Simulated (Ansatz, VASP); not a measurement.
**One calculation of SrO, two programs**

```xyz
2
Lattice="0.0128 2.5678 2.5678 2.5678 0.0128 2.5678 2.5678 2.5678 0.0128" Properties=species:S:1:pos:R:3 pbc="T T T"
Sr    2.5743    2.5743    2.5743
O     0.0000    0.0000    0.0000
```

Change from the starting cell: equal xy, yz and zx engineering shears of +0.5 %.

Alike in both runs: functional PBEsol; k mesh 8 × 8 × 8; non-collinear spin, spin-orbit coupling.

Ansatz relaxed the structure, and its values are those at the end. VASP's run is a single point on that final structure, the one shown.

|  | VASP | Ansatz |
| --- | --- | --- |
| version | VASP 6.6.1 | Ansatz 0.2.0 |
| potentials or method | VASP PAW PBE potentials, release 64 (Sr_sv, O), cutoff 520 eV | all-electron LAPW |
| occupations | gaussian, width 0.01 eV | fixed |

|  | VASP | Ansatz | Ansatz less VASP |
| --- | --- | --- | --- |
| pressure (GPa) | 0.6 | 0.0 | -0.62 |
| net moment per atom (μB) | 0.00 | 0.00 | 0.000 |

VASP's potentials were made for PBE, not for PBEsol. Ansatz ran all-electron here, and VASP with PAW potentials.
